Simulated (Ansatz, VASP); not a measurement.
## Mo in VASP and in Ansatz

```
Mo
1.0
    -1.58039    1.58039    1.58039
     1.58039   -1.58039    1.58039
     1.58039    1.58039   -1.58039
Mo
1
Direct
  0.00000 0.00000 0.00000
```

Alike in both runs: functional PBE; k mesh 24 × 24 × 24; no spin polarisation.

Ansatz relaxed the structure, and its values are those at the end. VASP's run is a single point on that final structure, the one shown.

|  | VASP | Ansatz |
| --- | --- | --- |
| version | VASP 6.6.1 | Ansatz 0.2.0 |
| potentials or method | VASP PAW PBE potentials, release 64 (Mo_sv) | plane-wave PAW, scalar-relativistic |
| plane-wave cutoff (eV) | 520 | 420 |
| occupations | methfessel-paxton of order 1, width 0.1 eV | cold, width 0.1 eV |
| valence electrons in the cell | 14 | 14 |

VASP gave:

| Property | Result |
| --- | --- |
| pressure (GPa) | 0.5 |

Problem. Estimate Ansatz's values.

Solution. Pressure (GPa): 0.0.
